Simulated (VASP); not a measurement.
A run of VASP 6.6.1:

The input INCAR:

```
SYSTEM = ZrSi2
ALGO = Normal
EDIFF = 1E-7
ENCUT = 520
GGA = PE
ISIF = 2
ISMEAR = 0
LASPH = .TRUE.
LCHARG = .TRUE.
LELF = .TRUE.
LREAL = .FALSE.
LVHAR = .TRUE.
LWAVE = .FALSE.
NBANDS = 29
NELM = 60
PREC = Accurate
SIGMA = 0.15
```

The input KPOINTS:

```
k-points
0
G
  14 14 14
  0 0 0
```

POSCAR

```
ZrSi2
1.0
    1.7970126240     -7.1721927433      0.0000000000
    1.7970126240      7.1721927433      0.0000000000
    0.0000000000      0.0000000000      3.6238859232
Zr Si
2 4
Direct
    0.8946665379      0.1053334621      0.7500000000
    0.1053334621      0.8946665379      0.2500000000
    0.5530999448      0.4469000552      0.7500000000
    0.4469000552      0.5530999448      0.2500000000
    0.2503123054      0.7496876946      0.7500000000
    0.7496876946      0.2503123054      0.2500000000
```

Potentials or basis: VASP PAW PBE potentials, release 64 (Zr_sv, Si).

Launch:

```console
$ cat potpaw_PBE.64/Zr_sv/POTCAR potpaw_PBE.64/Si/POTCAR > POTCAR
$ mpirun -np 1 vasp_std > vasp.out
```

Hardware: 1 thread of AMD EPYC 9R45 96-Core Processor (Zen 5) (shared host).

Question: Estimate the wall time of this run.

Answer: It took 14 min on 1 thread of AMD EPYC 9R45 96-Core Processor (Zen 5), on a shared host, peak memory 0.99 GiB. Counts: scf iterations 14, k points 456.
